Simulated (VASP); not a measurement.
Here is a VASP 6.6.1 calculation.

The input INCAR:

```
ALGO = Normal
EDIFF = 1E-7
ENCUT = 520
GGA = PS
ISIF = 2
ISMEAR = 0
LASPH = True
LCHARG = True
LELF = True
LREAL = False
LVHAR = True
LWAVE = False
NBANDS = 15
NELM = 60
PREC = Accurate
SIGMA = 0.05
```

File KPOINTS:

```
k-points
0
Gamma
  10 10 10
```

POSCAR

```
SrO
1.0
    3.4528909912      0.0000000000      0.0000000000
   -1.7264454956      2.9902913149      0.0000000000
    0.0000000000      0.0000000000      3.1400919725
Sr O
1 1
Direct
    0.0000000000      0.0000000000      0.0000000000
    0.6666666667      0.3333333333      0.5000000000
```

Potentials or basis: VASP PAW PBE potentials, release 64 (Sr_sv, O).

Launch:

```console
$ cat potpaw_PBE.64/Sr_sv/POTCAR potpaw_PBE.64/O/POTCAR > POTCAR
$ mpirun -np 1 vasp_std > vasp.out
```

Predict the pressure.

2.6 GPa.

Estimate the band gap on the k mesh.

2.83 eV, direct.

Stress tensor (GPa, compression positive):
```
2.57 0.00 0.00
0.00 2.57 0.00
0.00 0.00 2.75
```

Caveat: the PAW data sets were made with another functional, which shifts forces and pressure a little. A k mesh can miss the band edges.
